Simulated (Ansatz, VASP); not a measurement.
Two plane-wave programs on CaMg

The input INCAR:

```
SYSTEM = CaMg
ALGO     = Normal         ! electronic algorithm
EDIFF    = 1E-7           ! SCF threshold, eV
ENCUT    = 520            ! plane-wave cutoff, eV
GGA      = CA             ! functional
ISIF     = 2              ! what is computed and relaxed
ISMEAR   = 0              ! smearing method
LASPH    = .TRUE.         ! aspherical terms in the spheres
LCHARG   = .FALSE.        ! write CHGCAR
LREAL    = .FALSE.        ! projectors in reciprocal space
LWAVE    = .FALSE.        ! write WAVECAR
NBANDS   = 13             ! bands
NELM     = 60             ! most SCF steps
PREC     = Accurate       ! precision mode
SIGMA    = 0.15           ! smearing width, eV
```

The input KPOINTS:

```
k-points
0
G
  12 12 12
  0 0 0
```

POSCAR

```
CaMg
1.0
    3.7938385159      0.0000000000      0.0000000000
    0.0000000000      3.7938385159      0.0000000000
    0.0000000000      0.0000000000      3.7938385159
Ca Mg
1 1
Direct
    0.0000000000      0.0000000000      0.0000000000
    0.5000000000      0.5000000000      0.5000000000
```

Input for Ansatz:

```yaml
crystal:
  lattice:
    - [3.7938385159, 0.0, 0.0]
    - [0.0, 3.7938385159, 0.0]
    - [0.0, 0.0, 3.7938385159]
  atoms:
    - { symbol: Ca, position: [0.0, 0.0, 0.0] }
    - { symbol: Mg, position: [0.5, 0.5, 0.5] }
basis:
  ecutwfc: 520.0
kpoints:
  mp_grid: { grid: [12, 12, 12] }
hamiltonian:
  xc: lda
scf:
  occupations: { method: gaussian, width: 0.15 }
output:
  forces: true
  stress: true
  eigenvalues: true
```

Change from the starting cell: mode 4 frozen in at +0.000 Å, equal normal strain along x, y and z -0.0167.

Alike in both runs: task single point; functional LDA; k mesh 12 × 12 × 12; occupations gaussian, width 0.15 eV; no spin polarisation.

|  | VASP | Ansatz |
| --- | --- | --- |
| version | VASP 6.6.1 | Ansatz 0.2.0 |
| potentials or method | VASP PAW LDA potentials, release 64 (Ca_sv, Mg), cutoff 520 eV | scalar-relativistic, plane waves, PAW |
| valence electrons in the cell | 12 | 20 |

|  | VASP | Ansatz | Ansatz less VASP |
| --- | --- | --- | --- |
| gap on the k mesh at the Fermi level (eV) | none | none | - |
| pressure (GPa) | 1.5 | 1.6 | +0.12 |

LDA's correlation is that of Perdew and Zunger in VASP and of Perdew and Wang (1992) in Ansatz. A gap of «none» marks a metal or a gap that the smearing closes. VASP's potentials hold 12 valence electrons a cell and Ansatz's 20, so a difference there can come from the potentials and not from the codes.
